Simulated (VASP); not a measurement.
# Cu (I4/mmm) in VASP: further runs

Runs on Cu. Level: r2SCAN. Tasks: single point.

All numbers are computed with VASP 6.6.1; they aren't measurements. Logs are shortened: lines on timing, memory, paths and dates and some standing lists are left out, and cuts for length are marked.

### Step 1. The cell of the first run

Symmetry: I4/mmm, No. 139, tetragonal system. Conventional cell: a = 2.886 Å, b = 2.886 Å, c = 2.752 Å, α = 90.00°, β = 90.00°, γ = 90.00°. Within 3.2 Å of Cu (site symmetry 4/mmm) lie 14 Cu at 2.46 to 2.89 Å.

### Step 2. Single point, r2SCAN

POSCAR

```
Cu
1.0
   -1.4427933200      1.4427933200      1.3760814500
    1.4427933200     -1.4427933200      1.3760814500
    1.4427933200      1.4427933200     -1.3760814500
Cu
1
Direct
    0.0000000000      0.0000000000      0.0000000000
```

INCAR.step1

```
SYSTEM = Cu
PREC = Accurate
ENCUT = 520
ISMEAR = 0
SIGMA = 0.1
LREAL = .False.
LASPH = .True.
NELM = 100
NBANDS = 12
GGA = PE
ALGO = Normal
EDIFF = 1E-4
LWAVE = .True.
LCHARG = .False.
```

INCAR.step2

```
SYSTEM = Cu
PREC = Accurate
ENCUT = 520
EDIFF = 1E-6
ISMEAR = 0
SIGMA = 0.1
LREAL = .False.
LASPH = .True.
NELM = 100
ALGO = Normal
ISIF = 2
LWAVE = .False.
LCHARG = .False.
METAGGA = R2SCAN
LMIXTAU = .True.
NBANDS = 12
ISTART = 1
```

KPOINTS

```
regular mesh
0
Gamma
  8 8 8
  0 0 0
```

Potentials or basis: VASP PAW PBE potentials, release 64 (Cu).

Launch:

```sh
$ cat potpaw_PBE.64/Cu/POTCAR > POTCAR
$ cp INCAR.step1 INCAR
$ mpirun -np 1 vasp_std > vasp.out
$ cp INCAR.step2 INCAR
$ mpirun -np 1 vasp_std > vasp.out
```

OUTCAR:

```text
SYSTEM = Cu
   PREC = Accurate
   ENCUT = 520
   EDIFF = 1E-6
   ISMEAR = 0
   LREAL = .False.
   LASPH = .True.
   NELM = 100
   ISIF = 2
   METAGGA = R2SCAN
   ISTART = 1

 ion  position               nearest neighbor table
   1  0.000  0.000  0.000-

  LATTYP: Found a body centered tetragonal cell.
 ALAT       =     2.8855866400
 C/A-ratio  =     0.9537620052

  Lattice vectors:

 A1 = (  -1.4427933200,   1.4427933200,   1.3760814500)
 A2 = (   1.4427933200,  -1.4427933200,   1.3760814500)
 A3 = (   1.4427933200,   1.4427933200,  -1.3760814500)

Analysis of symmetry for initial positions (statically):
=====================================================================
 Subroutine PRICEL returns:
 Original cell was already a primitive cell.

 Routine SETGRP: Setting up the symmetry group for a
 body centered tetragonal supercell.

 Subroutine GETGRP returns: Found 16 space group operations
 (whereof 16 operations were pure point group operations)
 out of a pool of 16 trial point group operations.

The static configuration has the point symmetry D_4h.

Analysis of symmetry for dynamics (positions and initial velocities):
=====================================================================
 Subroutine PRICEL returns:
 Original cell was already a primitive cell.

 Routine SETGRP: Setting up the symmetry group for a
 body centered tetragonal supercell.

 Subroutine GETGRP returns: Found 16 space group operations
 (whereof 16 operations were pure point group operations)
 out of a pool of 16 trial point group operations.

The dynamic configuration has the point symmetry D_4h.

 Subroutine INISYM returns: Found 16 space group operations
 (whereof 16 operations are pure point group operations),
 and found     1 'primitive' translations

----------------------------------------------------------------------------------------

                                     Primitive cell

  volume of cell :      11.4581

  direct lattice vectors                    reciprocal lattice vectors
    -1.442793320  1.442793320  1.376081450     0.000000000  0.346549983  0.363350585
     1.442793320 -1.442793320  1.376081450     0.346549983  0.000000000  0.363350585
     1.442793320  1.442793320 -1.376081450     0.346549983  0.346549983  0.000000000

  length of vectors
     2.461078074  2.461078074  2.461078074     0.502116060  0.502116060  0.490095685

  position of ions in fractional coordinates (direct lattice)
     0.000000000  0.000000000  0.000000000

  ion indices of the primitive-cell ions
   primitive index   ion index
                 1           1

----------------------------------------------------------------------------------------

 KPOINTS: regular mesh

Automatic generation of k-mesh.
 Grid dimensions read from file:
 generate k-points for:    8    8    8

 Generating k-lattice:

  Cartesian coordinates                     Fractional coordinates (reciprocal lattice)
     0.000000000  0.043318748  0.045418823     0.125000000 -0.000000000  0.000000000
     0.043318748  0.000000000  0.045418823    -0.000000000  0.125000000  0.000000000
     0.043318748  0.043318748  0.000000000     0.000000000  0.000000000  0.125000000

  Length of vectors
     0.062764508  0.062764508  0.061261961

  Shift w.r.t. Gamma in fractional coordinates (k-lattice)
     0.000000000  0.000000000  0.000000000

 Subroutine IBZKPT returns following result:
 ===========================================

 Found     59 irreducible k-points:

 Following reciprocal coordinates:
            Coordinates               Weight
  0.000000  0.000000  0.000000      1.000000
  0.125000 -0.000000  0.000000      8.000000
  0.250000 -0.000000  0.000000      8.000000
  0.375000 -0.000000  0.000000      8.000000
  0.500000 -0.000000  0.000000      4.000000
  0.125000  0.125000  0.000000      8.000000
[... 16 lines left out ...]
  0.250000  0.125000  0.125000     16.000000
  0.375000  0.125000  0.125000      8.000000
 [... further k-points ...]
   k-points           NKPTS =     59   k-points in BZ     NKDIM =     59   number of bands    NBANDS=     12
   number of dos      NEDOS =    301   number of ions     NIONS =      1
   total plane-waves  NPLWV =   5832
   dimension x,y,z NGX =    18 NGY =   18 NGZ =   18
   dimension x,y,z NGXF=    36 NGYF=   36 NGZF=   36
   ions per type =               1
   NGX,Y,Z   is equivalent  to a cutoff of  12.16, 12.16, 12.16 a.u.
   NGXF,Y,Z  is equivalent  to a cutoff of  24.32, 24.32, 24.32 a.u.
 SYSTEM =  Cu
   PREC   = accura    normal or accurate (medium, high low for compatibility)
   ISTART =      1    job   : 0-new  1-cont  2-samecut
   ICHARG =      0    charge: 1-file 2-atom 10-const
   ISPIN  =      1    spin polarized calculation?
   LNONCOLLINEAR =      F non collinear calculations
   LSORBIT =      F    spin-orbit coupling
   LASPH  =      T    aspherical Exc in radial PAW
   ENCUT  =  520.0 eV  38.22 Ry    6.18 a.u.   4.58  4.58  4.58*2*pi/ulx,y,z
   NELM   =    100;   NELMIN=  2; NELMDL=  0     # of ELM steps
   EDIFF  = 0.1E-05   stopping-criterion for ELM
   LREAL  =      F    real-space projection
[... 7 lines left out ...]
   TEBEG  =    0.0;   TEEND  =   0.0 temperature during run
   PSTRESS=    0.0 pullay stress
   NELECT =      11.0000    total number of electrons
   NUPDOWN=      -1.0000    fix difference up-down
   EMIN   =  10.00;   EMAX   =-10.00  energy-range for DOS
   EFERMI =   0.00;   METHOD = LEGACY
   ISMEAR =     0;   SIGMA  =   0.10  broadening in eV -4-tet -1-fermi 0-gaus
   EFERMI_NEDOS =   21; number of points for ismear=-14 and -15
   IALGO  =     38    algorithm
   IMIX   =      4    mixing-type and parameters
     AMIX     =   0.40;   BMIX     =  1.00
     AMIX_MAG =   1.60;   BMIX_MAG =  1.00
  volume/ion in A,a.u.               =      11.46        77.32
  Fermi-wavevector in a.u.,A,eV,Ry     =   1.614984  3.051878 35.486359  2.608174
  Thomas-Fermi vector in A             =   2.709805
   LORBIT       =      0    0 simple, 1 ext, 2 COOP (PROOUT), +10 PAW based schemes
   METAGGA = R2SCAN    functional components
   LHFCALC =     F    Hartree Fock is set to
   AEXX    =    0.0000 exact exchange contribution
   IVDW    =     0    specifies the selected vdW correction
   LEPSILON=     F    determine dielectric tensor
   LRPA    =     F    only Hartree local field effects (RPA)
 non-spin polarized calculation
 Gauss-broadening in eV      SIGMA  =   0.10
  energy-cutoff  :      520.00
  volume of cell :       11.46
 maximum number of plane-waves:       325
   NGX =  9   NGY =  9   NGZ =  9

 number of electron      10.9999998 magnetization

 Free energy of the ion-electron system (eV)
  ---------------------------------------------------
  ext. energy  EPLUGINS =         0.00000000
  ---------------------------------------------------
  free energy    TOTEN  =       -10.75412434 eV

  energy without entropy =      -10.74992501  energy(sigma->0) =      -10.75202468

 E-fermi :   7.8519     XC(G=0): -13.9573

 val. band max:        7.8363841717   @ k =   0.5000   0.1250   0.0000
 cond. band min:       7.9259022531   @ k =   0.3750   0.1250   0.0000
 fundamental gap:      0.0895180814
 Fermi energy:         7.8518883749

 k-point     1 :       0.0000    0.0000    0.0000
  band No.  band energies     occupation
      1      -2.1339      2.00000
      2       4.3270      2.00000
      3       4.5256      2.00000
      4       4.5258      2.00000
      5       5.4001      2.00000
      6       5.5971      2.00000
      7      33.6263      0.00000
      8      33.6264      0.00000
      9      34.9384      0.00000
     10      37.9101      0.00000
     11      38.0997      0.00000
     12      38.0998      0.00000

 k-point     2 :       0.1250   -0.0000    0.0000
  band No.  band energies     occupation
      1      -1.4904      2.00000
      2       4.2848      2.00000
      3       4.4987      2.00000
      4       4.6852      2.00000
      5       5.3974      2.00000
      6       5.5295      2.00000
      7      29.5420      0.00000
      8      32.0560      0.00000
      9      32.3129      0.00000
     10      34.0246      0.00000
     11      35.4581      0.00000
     12      37.2323      0.00000

 k-point     3 :       0.2500   -0.0000    0.0000
  band No.  band energies     occupation
      1       0.2770      2.00000
      2       4.0084      2.00000
      3       4.4102      2.00000
      4       5.2926      2.00000
      5       5.4036      2.00000
      6       5.5408      2.00000
      7      22.5323      0.00000
      8      28.8522      0.00000
      9      29.7269      0.00000
     10      31.2293      0.00000
     11      33.9301      0.00000
     12      39.2798      0.00000
[... 286 lines left out ...]
 k-point    23 :       0.2500    0.1250    0.1250
  band No.  band energies     occupation
      1       2.8521      2.00000
      2       3.6583      2.00000
      3       4.0916      2.00000
      4       5.5266      2.00000
      5       5.6468      2.00000
      6       7.7744      1.72680
      7      17.1695      0.00000
      8      20.8535      0.00000
      9      21.6173      0.00000
     10      37.5297      0.00000
     11      40.5659      0.00000
     12      43.5418      0.00000

 k-point    24 :       0.3750    0.1250    0.1250
  band No.  band energies     occupation
      1       3.0077      2.00000
      2       3.5677      2.00000
      3       4.6694      2.00000
      4       5.5449      2.00000
      5       5.7164      2.00000
      6      10.0761      0.00000
      7      13.1623      0.00000
      8      20.3255      0.00000
      9      20.8091      0.00000
     10      37.1510      0.00000
     11      40.3841      0.00000
     12      44.8464      0.00000

 [... further k-points ...]
[... 5 lines left out ...]
  --------------------------------------------------------------------------------------
  -------------------------------------------------------------------------------------
  Total        0.0729938      0.0729938      0.1042622      0.0000000      0.0000000      0.0000000
  in kB       10.2066770     10.2066770     14.5789071      0.0000000      0.0000000      0.0000000
  external PRESSURE =      11.6640870 kB  Pullay stress =       0.0000000 kB

 VOLUME and BASIS-vectors are now :
 -----------------------------------------------------------------------------
  energy-cutoff  :      520.00
  volume of cell :       11.46
      direct lattice vectors                 reciprocal lattice vectors
    -1.442793320  1.442793320  1.376081450     0.000000000  0.346549983  0.363350585
     1.442793320 -1.442793320  1.376081450     0.346549983  0.000000000  0.363350585
     1.442793320  1.442793320 -1.376081450     0.346549983  0.346549983  0.000000000

 POSITION                                       TOTAL-FORCE (eV/Angst)
 -----------------------------------------------------------------------------------
      0.00000      0.00000      0.00000        -0.000000     -0.000000     -0.000000
 -----------------------------------------------------------------------------------
    total drift:                                0.000000     -0.000000      0.000000

  FREE ENERGIE OF THE ION-ELECTRON SYSTEM (eV)
  ---------------------------------------------------
  free  energy   TOTEN  =       -10.7541243449 eV

  energy  without entropy=      -10.7499250091  energy(sigma->0) =      -10.75202468
```

Wall time 18 s (1 thread of AMD EPYC 9R45 (Zen 5), shared host); peak memory 0.09 GiB.

Results:

| Quantity | Value |
| --- | --- |
| Free energy | -10.7541 eV |
| Pressure | 1.2 GPa |

Stress tensor (GPa, compression positive):
```
1.02 0.00 0.00
0.00 1.02 0.00
0.00 0.00 1.46
```

Levels at points of the mesh, in eV from the Fermi level:
| k point | band 3 | band 4 | band 5 | band 6 | band 7 | band 8 | band 9 | band 10 |
| --- | --- | --- | --- | --- | --- | --- | --- | --- |
| (0.00, 0.00, 0.00) | -3.33 | -3.33 | -2.45 | -2.25 | 25.77 | 25.77 | 27.09 | 30.06 |
| (0.50, 0.00, 0.00) | -2.37 | -2.14 | -1.55 | -0.63 | 4.87 | 18.04 | 18.33 | 22.06 |
| (0.50, 0.50, 0.00) | -2.52 | -2.29 | -1.58 | -1.03 | 4.33 | 19.31 | 19.81 | 23.29 |
| (0.50, 0.50, 0.50) | -1.75 | -1.75 | -1.70 | 8.11 | 8.11 | 10.04 | 13.62 | 14.35 |

Caveat: the k points lie up to 0.39 Å⁻¹ apart; the PAW data sets were made with another functional, which shifts forces and pressure a little.

### Step 3. Single point, r2SCAN

This run uses another cell than the first one: it holds 2 atoms, not 1.

POSCAR

```
Cu
1.0
    0.0000000000      0.0000000000     -2.7386280485
    0.0000000000     -2.8953822153      0.0000000000
   -2.8953822153      0.0000000000      0.0000000000
Cu
2
Direct
    0.5000000000      0.5000000000      0.5000000000
    0.0000000000      0.0000000000      0.0000000000
```

INCAR.step1

```
PREC     = Accurate       # precision mode
ENCUT    = 520            # plane-wave cutoff, eV
ISMEAR   = 0              # smearing method
SIGMA    = 0.15           # smearing width, eV
LREAL    = F              # projectors in reciprocal space
LASPH    = T              # aspherical terms in the spheres
NELM     = 100            # most SCF steps
NBANDS   = 18             # bands
GGA      = PE             # functional
ALGO     = Normal         # electronic algorithm
EDIFF    = 1E-4           # SCF threshold, eV
LWAVE    = T              # write WAVECAR
LCHARG   = F              # write CHGCAR
```

INCAR.step2

```
PREC     = Accurate       # precision mode
ENCUT    = 520            # plane-wave cutoff, eV
EDIFF    = 1E-7           # SCF threshold, eV
ISMEAR   = 0              # smearing method
SIGMA    = 0.15           # smearing width, eV
LREAL    = F              # projectors in reciprocal space
LASPH    = T              # aspherical terms in the spheres
NELM     = 100            # most SCF steps
ALGO     = Normal         # electronic algorithm
ISIF     = 2              # what is computed and relaxed
LWAVE    = F              # write WAVECAR
LCHARG   = F              # write CHGCAR
METAGGA  = R2SCAN         # meta-GGA
LMIXTAU  = T            
NBANDS   = 18             # bands
ISTART   = 1
```

KPOINTS

```
Automatic mesh
0
Gamma
  12 12 12
```

Potentials or basis: VASP PAW PBE potentials, release 64 (Cu).

Launch:

```sh
$ cat potpaw_PBE.64/Cu/POTCAR > POTCAR
$ cp INCAR.step1 INCAR
$ mpirun -np 1 vasp_std > vasp.out
$ cp INCAR.step2 INCAR
$ mpirun -np 1 vasp_std > vasp.out
```

Wall time 2.3 min (1 thread of AMD EPYC 9R45 (Zen 5), shared host); peak memory 0.16 GiB.

Results (log left out):

| Item | Value |
| --- | --- |
| Free energy | -21.5857 eV |
| Pressure | 0.7 GPa |
| Band gap on the k mesh | zero (band 11 reaches 14.34 eV, above the bottom of band 12 at 6.22 eV) |

Stress tensor (GPa, compression positive):
```
 1.03  0.00  0.00
 0.00  1.03  0.00
 0.00  0.00 -0.04
```

Levels at points of the mesh, in eV from the Fermi level:
| k point | band 8 | band 9 | band 10 | band 11 | band 12 | band 13 | band 14 | band 15 |
| --- | --- | --- | --- | --- | --- | --- | --- | --- |
| (0.00, 0.00, 0.00) | -2.15 | -1.67 | -1.67 | -1.60 | 8.06 | 8.06 | 10.34 | 13.61 |
| (0.50, 0.00, 0.00) | -3.09 | -2.52 | -2.52 | -1.07 | -1.07 | 15.28 | 15.28 | 15.28 |
| (0.00, 0.50, 0.00) | -2.87 | -2.45 | -2.45 | -1.53 | -1.53 | 14.65 | 14.65 | 16.66 |
| (0.50, 0.50, 0.00) | -2.04 | -1.47 | -1.47 | -0.53 | -0.53 | 4.97 | 4.97 | 18.04 |
| (0.00, 0.50, 0.50) | -2.21 | -1.50 | -1.50 | -0.98 | -0.98 | 4.33 | 4.33 | 19.53 |
| (0.50, 0.50, 0.50) | -2.18 | -2.06 | -2.06 | 6.59 | 6.59 | 6.98 | 6.98 | 6.98 |

Caveat: the PAW data sets were made with another functional, which shifts forces and pressure a little.

[end of part 1 of 2]
